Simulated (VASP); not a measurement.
A run of VASP 6.6.1 is set up as follows.

INCAR

```
SYSTEM = Co
PREC = Accurate ; ENCUT = 520
EDIFF = 1E-7 ; ISMEAR = -1
SIGMA = 0.05 ; LREAL = .FALSE.
LASPH = .TRUE. ; NELM = 150
ALGO = Normal ; ISIF = 2
LWAVE = .FALSE. ; LCHARG = .TRUE.
ISPIN = 2 ; MAGMOM = 3 -3
LORBIT = 11 ; LMAXMIX = 4
GGA = PE ; LELF = .TRUE.
LVHAR = .TRUE. ; NBANDS = 20
```

Contents of KPOINTS:

```
Automatic mesh
0
G
  12 12 6
  0 0 0
```

File POSCAR:

```
Co
1.0
    0.0000000000      1.7993500000      1.7993500000
    1.7993500000      0.0000000000      1.7993500000
    3.5987000000      3.5987000000      0.0000000000
Co
2
Direct
    0.0000000000      0.0000000000      0.0000000000
    0.0000000000      0.0000000000      0.5000000000
```

Potentials or basis: VASP PAW PBE potentials, release 64 (Co).

The run is started by

```console
$ cat potpaw_PBE.64/Co/POTCAR > POTCAR
$ mpirun -np 1 vasp_std > vasp.out
```

Task: Predict the site moments.

Result: Co +1.28, -1.28 μB.

Task: Estimate the net moment.

Result: 0.00 μB per cell.

Stress tensor (GPa, compression positive):
```
-15.76   2.08  -2.08
  2.08 -15.76  -2.08
 -2.08  -2.08 -15.76
```

Caveat: the cell stands under tension.
